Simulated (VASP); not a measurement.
# NaH (I4/mmm) in VASP: a series of runs

Runs on NaH. Level: r2SCAN. Tasks: single point.

All numbers are computed with VASP 6.6.1; they aren't measurements. Logs are shortened: lines on timing, memory, paths and dates and some standing lists are left out, and cuts for length are marked.

### Step 1. The cell of the first run

Symmetry: I4/mmm, No. 139, tetragonal system. Conventional cell: a = 3.390 Å, b = 3.390 Å, c = 4.458 Å, α = 90.00°, β = 90.00°, γ = 90.00°. Na (site symmetry 4/mmm) has 6 H at 2.23 to 2.40 Å within 2.9 Å. Within 2.9 Å of H (site symmetry 4/mmm) lie 6 Na at 2.23 to 2.40 Å.

### Step 2. Single point, r2SCAN (engineering shear strain xy +0.0000, normal strain along z -0.0700)

POSCAR

```
NaH
1.0
    0.0000000000      2.3970316378      2.2292394232
    2.3970316378      0.0000000000      2.2292394232
    2.3970316378      2.3970316378      0.0000000000
Na H
1 1
Direct
    0.0000000000      0.0000000000      0.0000000000
    0.5000000000      0.5000000000      0.5000000000
```

INCAR.step1

```
  PREC = Accurate
  ENCUT = 520
  ISMEAR = -1
  SIGMA = 0.2
  LREAL = False
  LASPH = True
  NELM = 80
  NBANDS = 11
  GGA = PE
  ALGO = Normal
  EDIFF = 1E-4
  LWAVE = True
  LCHARG = False
```

INCAR.step2

```
  PREC = Accurate
  ENCUT = 520
  EDIFF = 1E-6
  ISMEAR = -1
  SIGMA = 0.2
  LREAL = False
  LASPH = True
  NELM = 80
  ALGO = Normal
  ISIF = 2
  LWAVE = False
  LCHARG = False
  METAGGA = R2SCAN
  LMIXTAU = True
  NBANDS = 11
  ISTART = 1
```

KPOINTS

```
regular mesh
0
Gamma
  8 8 8
```

Potentials or basis: VASP PAW PBE potentials, release 64 (Na_pv, H).

Launch:

```
$ cat potpaw_PBE.64/Na_pv/POTCAR potpaw_PBE.64/H/POTCAR > POTCAR
$ cp INCAR.step1 INCAR
$ mpirun -np 1 vasp_std > vasp.out
$ cp INCAR.step2 INCAR
$ mpirun -np 1 vasp_std > vasp.out
```

OUTCAR:

```text
PREC = Accurate
   ENCUT = 520
   EDIFF = 1E-6
   ISMEAR = -1
   LREAL = False
   LASPH = True
   NELM = 80
   ISIF = 2
   METAGGA = R2SCAN
   ISTART = 1

 ion  position               nearest neighbor table
   1  0.000  0.000  0.000-
   2  0.500  0.500  0.500-

  LATTYP: Found a body centered tetragonal cell.
 ALAT       =     3.3899146516
 C/A-ratio  =     1.3152186130

  Lattice vectors:

 A1 = (   0.0000000000,  -2.3970316378,  -2.2292394232)
 A2 = (   0.0000000000,   2.3970316378,  -2.2292394232)
 A3 = (   2.3970316378,   0.0000000000,   2.2292394232)

Analysis of symmetry for initial positions (statically):
=====================================================================
 Subroutine PRICEL returns:
 Original cell was already a primitive cell.

 Routine SETGRP: Setting up the symmetry group for a
 body centered tetragonal supercell.

 Subroutine GETGRP returns: Found 16 space group operations
 (whereof 16 operations were pure point group operations)
 out of a pool of 16 trial point group operations.

The static configuration has the point symmetry D_4h.

Analysis of symmetry for dynamics (positions and initial velocities):
=====================================================================
 Subroutine PRICEL returns:
 Original cell was already a primitive cell.

 Routine SETGRP: Setting up the symmetry group for a
 body centered tetragonal supercell.

 Subroutine GETGRP returns: Found 16 space group operations
 (whereof 16 operations were pure point group operations)
 out of a pool of 16 trial point group operations.

The dynamic configuration has the point symmetry D_4h.

 Subroutine INISYM returns: Found 16 space group operations
 (whereof 16 operations are pure point group operations),
 and found     1 'primitive' translations

----------------------------------------------------------------------------------------

                                     Primitive cell

  volume of cell :      25.6174

  direct lattice vectors                    reciprocal lattice vectors
     0.000000000  2.397031638  2.229239423    -0.208591323  0.208591323  0.224291745
     2.397031638  0.000000000  2.229239423     0.208591323 -0.208591323  0.224291745
     2.397031638  2.397031638  0.000000000     0.208591323  0.208591323 -0.224291745

  length of vectors
     3.273418561  3.273418561  3.389914652     0.370577207  0.370577207  0.370577207

  position of ions in fractional coordinates (direct lattice)
     0.000000000  0.000000000  0.000000000
     0.500000000  0.500000000  0.500000000

  ion indices of the primitive-cell ions
   primitive index   ion index
                 1           1
                 2           2

----------------------------------------------------------------------------------------

 KPOINTS: regular mesh

Automatic generation of k-mesh.
 Grid dimensions read from file:
 generate k-points for:    8    8    8

 Generating k-lattice:

  Cartesian coordinates                     Fractional coordinates (reciprocal lattice)
    -0.026073915  0.026073915  0.028036468     0.125000000 -0.000000000  0.000000000
     0.026073915 -0.026073915  0.028036468    -0.000000000  0.125000000  0.000000000
     0.026073915  0.026073915 -0.028036468     0.000000000  0.000000000  0.125000000

  Length of vectors
     0.046322151  0.046322151  0.046322151

  Shift w.r.t. Gamma in fractional coordinates (k-lattice)
     0.000000000  0.000000000  0.000000000

 Subroutine IBZKPT returns following result:
 ===========================================

 Found     59 irreducible k-points:

 Following reciprocal coordinates:
            Coordinates               Weight
  0.000000  0.000000  0.000000      1.000000
  0.125000  0.000000  0.000000      8.000000
  0.250000  0.000000  0.000000      8.000000
  0.375000  0.000000  0.000000      8.000000
  0.500000  0.000000  0.000000      4.000000
  0.125000  0.125000  0.000000      2.000000
[... 16 lines left out ...]
  0.250000  0.000000  0.125000     16.000000
  0.375000  0.000000  0.125000     16.000000
 [... further k-points ...]
   k-points           NKPTS =     59   k-points in BZ     NKDIM =     59   number of bands    NBANDS=     11
   number of dos      NEDOS =    301   number of ions     NIONS =      2
   total plane-waves  NPLWV =  16128
   dimension x,y,z NGX =    24 NGY =   24 NGZ =   28
   dimension x,y,z NGXF=    48 NGYF=   48 NGZF=   56
   ions per type =               1   1
   NGX,Y,Z   is equivalent  to a cutoff of  12.19, 12.19, 13.73 a.u.
   NGXF,Y,Z  is equivalent  to a cutoff of  24.38, 24.38, 27.46 a.u.
 SYSTEM =  unknown system
   PREC   = accura    normal or accurate (medium, high low for compatibility)
   ISTART =      1    job   : 0-new  1-cont  2-samecut
   ICHARG =      0    charge: 1-file 2-atom 10-const
   ISPIN  =      1    spin polarized calculation?
   LNONCOLLINEAR =      F non collinear calculations
   LSORBIT =      F    spin-orbit coupling
   LASPH  =      T    aspherical Exc in radial PAW
   ENCUT  =  520.0 eV  38.22 Ry    6.18 a.u.   6.09  6.09  6.30*2*pi/ulx,y,z
   NELM   =     80;   NELMIN=  2; NELMDL=  0     # of ELM steps
   EDIFF  = 0.1E-05   stopping-criterion for ELM
   LREAL  =      F    real-space projection
   EDIFFG = 0.1E-04   stopping-criterion for IOM
   NSW    =      0    number of steps for IOM
   IBRION =     -1    ionic relax: 0-MD 1-quasi-New 2-CG
   NFREE  =      0    steps in history (QN), initial steepest desc. (CG)
   ISIF   =      2    stress and relaxation
   ISYM   =      2    0-nonsym 1-usesym 2-fastsym
   POTIM  = 0.5000    time-step for ionic-motion
   TEBEG  =    0.0;   TEEND  =   0.0 temperature during run
   PSTRESS=    0.0 pullay stress
   NELECT =       8.0000    total number of electrons
   NUPDOWN=      -1.0000    fix difference up-down
   EMIN   =  10.00;   EMAX   =-10.00  energy-range for DOS
   EFERMI =   0.00;   METHOD = LEGACY
   ISMEAR =    -1;   SIGMA  =   0.20  broadening in eV -4-tet -1-fermi 0-gaus
   EFERMI_NEDOS =   21; number of points for ismear=-14 and -15
   IALGO  =     38    algorithm
   IMIX   =      4    mixing-type and parameters
     AMIX     =   0.40;   BMIX     =  1.00
     AMIX_MAG =   1.60;   BMIX_MAG =  1.00
  volume/ion in A,a.u.               =      12.81        86.44
  Fermi-wavevector in a.u.,A,eV,Ry     =   1.110691  2.098902 16.784629  1.233635
  Thomas-Fermi vector in A             =   2.247246
   LORBIT       =      0    0 simple, 1 ext, 2 COOP (PROOUT), +10 PAW based schemes
   METAGGA = R2SCAN    functional components
   LHFCALC =     F    Hartree Fock is set to
   AEXX    =    0.0000 exact exchange contribution
   IVDW    =     0    specifies the selected vdW correction
   LEPSILON=     F    determine dielectric tensor
   LRPA    =     F    only Hartree local field effects (RPA)
 non-spin polarized calculation
  energy-cutoff  :      520.00
  volume of cell :       25.62
 maximum number of plane-waves:       708
   NGX = 13   NGY = 13   NGZ = 13

 number of electron       8.0000007 magnetization

 Free energy of the ion-electron system (eV)
  ---------------------------------------------------
  ext. energy  EPLUGINS =         0.00000000
  ---------------------------------------------------
  free energy    TOTEN  =        -7.57904708 eV

  energy without entropy =       -7.57904190  energy(sigma->0) =       -7.57904449

 E-fermi :   1.3322     XC(G=0):  -8.4973

 val. band max:       -1.0862518806   @ k =  -0.3750   0.5000   0.1250
 cond. band min:       3.4158300809   @ k =   0.5000   0.0000   0.0000
 fundamental gap:      4.5020819616
 Fermi energy:         1.3322012643

 k-point     1 :       0.0000    0.0000    0.0000
  band No.  band energies     occupation
      1     -23.8703      2.00000
      2     -23.8697      2.00000
      3     -23.8444      2.00000
      4      -4.9653      2.00000
      5      11.1028      0.00000
      6      15.8726      0.00000
      7      15.8740      0.00000
      8      16.2586      0.00000
      9      17.0520      0.00000
     10      17.0521      0.00000
     11      17.3540      0.00000

 k-point     2 :       0.1250    0.0000    0.0000
  band No.  band energies     occupation
      1     -23.8836      2.00000
      2     -23.8732      2.00000
      3     -23.8502      2.00000
      4      -4.6719      2.00000
      5       9.9714      0.00000
      6      13.3535      0.00000
      7      14.9016      0.00000
      8      15.4514      0.00000
      9      17.7916      0.00000
     10      18.0488      0.00000
     11      18.4885      0.00000

 k-point     3 :       0.2500    0.0000    0.0000
  band No.  band energies     occupation
      1     -23.9248      2.00000
      2     -23.8802      2.00000
      3     -23.8563      2.00000
      4      -3.8433      2.00000
      5       7.2191      0.00000
      6      11.9342      0.00000
      7      13.7954      0.00000
      8      14.6648      0.00000
      9      17.5765      0.00000
     10      18.7512      0.00000
     11      19.9403      0.00000

 k-point     4 :       0.3750    0.0000    0.0000
  band No.  band energies     occupation
      1     -23.9676      2.00000
      2     -23.8872      2.00000
      3     -23.8601      2.00000
      4      -2.7005      2.00000
      5       4.6129      0.00000
      6      11.3467      0.00000
      7      13.0696      0.00000
      8      14.1396      0.00000
      9      17.0703      0.00000
     10      18.5544      0.00000
     11      20.4651      0.00000
[... 239 lines left out ...]
 k-point    22 :       0.1250    0.0000    0.1250
  band No.  band energies     occupation
      1     -23.8874      2.00000
      2     -23.8741      2.00000
      3     -23.8508      2.00000
      4      -4.5973      2.00000
      5       9.7761      0.00000
      6      13.8894      0.00000
      7      14.1153      0.00000
      8      14.2069      0.00000
      9      17.2549      0.00000
     10      19.7843      0.00000
     11      19.9056      0.00000

 k-point    23 :       0.2500    0.0000    0.1250
  band No.  band energies     occupation
      1     -23.9150      2.00000
      2     -23.8803      2.00000
      3     -23.8588      2.00000
      4      -3.9710      2.00000
      5       7.9762      0.00000
      6      11.3133      0.00000
      7      13.3669      0.00000
      8      15.3158      0.00000
      9      16.3970      0.00000
     10      19.4103      0.00000
     11      20.8682      0.00000

 k-point    24 :       0.3750    0.0000    0.1250
  band No.  band energies     occupation
      1     -23.9528      2.00000
      2     -23.8895      2.00000
      3     -23.8652      2.00000
      4      -2.9342      2.00000
      5       5.5507      0.00000
      6       9.9281      0.00000
      7      12.9906      0.00000
      8      14.8362      0.00000
      9      16.7345      0.00000
     10      19.9685      0.00000
     11      20.6987      0.00000

 [... further k-points ...]
[... 5 lines left out ...]
  --------------------------------------------------------------------------------------
  -------------------------------------------------------------------------------------
  Total        0.1170743      0.1170743      0.7797315      0.0000000     -0.0000000      0.0000000
  in kB        7.3221392      7.3221392     48.7664801      0.0000000     -0.0000000      0.0000000
  external PRESSURE =      21.1369195 kB  Pullay stress =       0.0000000 kB

 VOLUME and BASIS-vectors are now :
 -----------------------------------------------------------------------------
  energy-cutoff  :      520.00
  volume of cell :       25.62
      direct lattice vectors                 reciprocal lattice vectors
     0.000000000  2.397031638  2.229239423    -0.208591323  0.208591323  0.224291745
     2.397031638  0.000000000  2.229239423     0.208591323 -0.208591323  0.224291745
     2.397031638  2.397031638  0.000000000     0.208591323  0.208591323 -0.224291745

 POSITION                                       TOTAL-FORCE (eV/Angst)
 -----------------------------------------------------------------------------------
      0.00000      0.00000      0.00000         0.000000      0.000000      0.000000
      2.39703      2.39703      2.22924         0.000000      0.000000      0.000000
 -----------------------------------------------------------------------------------
    total drift:                                0.000000     -0.000000     -0.000000

  FREE ENERGIE OF THE ION-ELECTRON SYSTEM (eV)
  ---------------------------------------------------
  free  energy   TOTEN  =        -7.5790470781 eV

  energy  without entropy=       -7.5790419023  energy(sigma->0) =       -7.57904449
```

It took 71 s on 1 thread of AMD EPYC 7R43 (Zen 3), shared host; peak memory 0.11 GiB.

Results:

```yaml
Free_energy: -7.5790 eV
Pressure: 2.1 GPa
Band_gap_on_the_k_mesh: 4.50 eV, indirect (least direct gap 5.41 eV)
```

Stress tensor (GPa, compression positive):
```
0.73 0.00 0.00
0.00 0.73 0.00
0.00 0.00 4.88
```

Caveat: the cell differs from its parent crystal (engineering shear strain xy +0.0000, normal strain along z -0.0700); the PAW data sets were made with another functional, which shifts forces and pressure a little. A k mesh can miss the band edges.

### Step 3. Single point, r2SCAN (engineering shear strain xy +0.0000, normal strain along z -0.0525)

POSCAR

```
NaH
1.0
    0.0000000000      2.3970316378      2.2711874768
    2.3970316378      0.0000000000      2.2711874768
    2.3970316378      2.3970316378      0.0000000000
Na H
1 1
Direct
    0.0000000000      0.0000000000      0.0000000000
    0.5000000000      0.5000000000      0.5000000000
```

INCAR.step1

```
PREC = Accurate
ENCUT = 520
ISMEAR = -1
SIGMA = 0.2
LREAL = F
LASPH = T
NELM = 60
NBANDS = 11
GGA = PE
ALGO = Normal
EDIFF = 1E-4
LWAVE = T
LCHARG = F
```

INCAR.step2

```
PREC = Accurate
ENCUT = 520
EDIFF = 1E-6
ISMEAR = -1
SIGMA = 0.2
LREAL = F
LASPH = T
NELM = 60
ALGO = Normal
ISIF = 2
LWAVE = F
LCHARG = F
METAGGA = R2SCAN
LMIXTAU = T
NBANDS = 11
ISTART = 1
```

KPOINTS

```
Automatic mesh
0
Gamma
  8 8 8
```

Potentials or basis: VASP PAW PBE potentials, release 64 (Na_pv, H).

Launch:

```
$ cat potpaw_PBE.64/Na_pv/POTCAR potpaw_PBE.64/H/POTCAR > POTCAR
$ cp INCAR.step1 INCAR
$ mpirun -np 1 vasp_std > vasp.out
$ cp INCAR.step2 INCAR
$ mpirun -np 1 vasp_std > vasp.out
```

OUTCAR:

```text
PREC = Accurate
   ENCUT = 520
   EDIFF = 1E-6
   ISMEAR = -1
   LREAL = F
   LASPH = T
   NELM = 60
   ISIF = 2
   METAGGA = R2SCAN
   ISTART = 1

 ion  position               nearest neighbor table
   1  0.000  0.000  0.000-
   2  0.500  0.500  0.500-

  LATTYP: Found a body centered tetragonal cell.
 ALAT       =     3.3899146516
 C/A-ratio  =     1.3399673503

  Lattice vectors:

 A1 = (   0.0000000000,  -2.3970316378,  -2.2711874768)
 A2 = (   0.0000000000,   2.3970316378,  -2.2711874768)
 A3 = (   2.3970316378,   0.0000000000,   2.2711874768)

[... 510 lines left out ...]
      6       9.7897      0.00000
      7      12.7125      0.00000
      8      14.6683      0.00000
      9      16.4985      0.00000
     10      19.6251      0.00000
     11      20.2964      0.00000

 [... further k-points ...]
[... 5 lines left out ...]
  --------------------------------------------------------------------------------------
  -------------------------------------------------------------------------------------
  Total        0.0595431      0.0595431      0.5064846      0.0000000      0.0000000     -0.0000000
  in kB        3.6552049      3.6552049     31.0918319      0.0000000      0.0000000     -0.0000000
  external PRESSURE =      12.8007473 kB  Pullay stress =       0.0000000 kB

 VOLUME and BASIS-vectors are now :
 -----------------------------------------------------------------------------
  energy-cutoff  :      520.00
  volume of cell :       26.10
      direct lattice vectors                 reciprocal lattice vectors
     0.000000000  2.397031638  2.271187477    -0.208591323  0.208591323  0.220149153
     2.397031638  0.000000000  2.271187477     0.208591323 -0.208591323  0.220149153
     2.397031638  2.397031638  0.000000000     0.208591323  0.208591323 -0.220149153

 POSITION                                       TOTAL-FORCE (eV/Angst)
 -----------------------------------------------------------------------------------
      0.00000      0.00000      0.00000        -0.000000      0.000000      0.000000
      2.39703      2.39703      2.27119         0.000000     -0.000000      0.000000
 -----------------------------------------------------------------------------------
    total drift:                               -0.000000      0.000000      0.000000

  FREE ENERGIE OF THE ION-ELECTRON SYSTEM (eV)
  ---------------------------------------------------
  free  energy   TOTEN  =        -7.5908932606 eV

  energy  without entropy=       -7.5908876052  energy(sigma->0) =       -7.59089043
```

OSZICAR.step1:

```text
N       E                     dE             d eps       ncg     rms          rms(c)
DAV:   1     0.365471618956E+02    0.36547E+02   -0.45794E+03  1301   0.771E+02
DAV:   2    -0.426803556821E+01   -0.40815E+02   -0.40028E+02  1334   0.194E+02
DAV:   3    -0.549835240146E+01   -0.12303E+01   -0.12288E+01  1576   0.322E+01
DAV:   4    -0.550565590816E+01   -0.73035E-02   -0.73027E-02  1509   0.251E+00
DAV:   5    -0.550571429512E+01   -0.58387E-04   -0.58386E-04  1525   0.231E-01    0.327E+00
DAV:   6    -0.516106019689E+01    0.34465E+00   -0.31458E-01  1530   0.292E+00    0.154E+00
DAV:   7    -0.506277824585E+01    0.98282E-01   -0.32201E-01  1451   0.227E+00    0.345E-01
DAV:   8    -0.506701410416E+01   -0.42359E-02   -0.96525E-03  1445   0.100E+00    0.679E-02
DAV:   9    -0.506700632140E+01    0.77828E-05   -0.10562E-03  1533   0.360E-01    0.235E-02
DAV:  10    -0.506698837507E+01    0.17946E-04   -0.56696E-05   892   0.505E-02
   1 F= -.50669884E+01 E0= -.50669769E+01  d E =-.228965E-04
```

Run time: 98 s. Hardware: 1 thread of AMD EPYC 7R43 (Zen 3), shared host; peak memory 0.12 GiB.

Results:

```yaml
Free_energy: -7.5909 eV
Pressure: 1.3 GPa
Band_gap_on_the_k_mesh: 4.50 eV, indirect (least direct gap 5.38 eV)
```

Caveat: the cell differs from its parent crystal (engineering shear strain xy +0.0000, normal strain along z -0.0525); the PAW data sets were made with another functional, which shifts forces and pressure a little.
